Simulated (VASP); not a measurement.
A run of VASP 6.6.1 is set up as follows.

Contents of POSCAR:

```
NaCl
1.0
    0.0000000000      2.7940632177      2.7940632177
    2.7940632177      0.0000000000      2.7940632177
    2.7940632177      2.7940632177      0.0000000000
Cl Na
1 1
Direct
    0.5000000000      0.5000000000      0.5000000000
    0.0000000000      0.0000000000      0.0000000000
```

INCAR.step1

```
  ALGO = Normal
  EDIFF = 1E-5
  ENCUT = 520
  GGA = PE
  ISIF = 2
  ISMEAR = -1
  LASPH = T
  LCHARG = F
  LREAL = F
  LWAVE = T
  NBANDS = 14
  NELM = 60
  PREC = Accurate
  SIGMA = 0.05
```

Contents of INCAR.step2:

```
  AEXX = 0.25
  ALGO = Normal
  EDIFF = 1E-7
  ENCUT = 520
  GGA = PE
  HFSCREEN = 0.1
  ISIF = 2
  ISMEAR = -1
  ISTART = 1
  LASPH = T
  LCHARG = F
  LHFCALC = T
  LREAL = F
  LWAVE = F
  NBANDS = 14
  NELM = 60
  PREC = Accurate
  PRECFOCK = Normal
  SIGMA = 0.05
```

Contents of KPOINTS:

```
k-points
0
Gamma
  4 4 4
```

Potentials or basis: VASP PAW PBE potentials, release 64 (Cl, Na_pv).

Command:

```console
$ cat potpaw_PBE.64/Cl/POTCAR potpaw_PBE.64/Na_pv/POTCAR > POTCAR
$ cp INCAR.step1 INCAR
$ mpirun -np 1 vasp_std > vasp.out
$ cp INCAR.step2 INCAR
$ mpirun -np 1 vasp_std > vasp.out
```

(1) Predict the band gap on the k mesh.

(2) What does it give for the pressure?

Answers

(1) 6.96 eV, direct.

(2) 0.9 GPa.

Caveat: the k points lie up to 0.49 Å⁻¹ apart; the PAW data sets were made with another functional, which shifts forces and pressure a little.
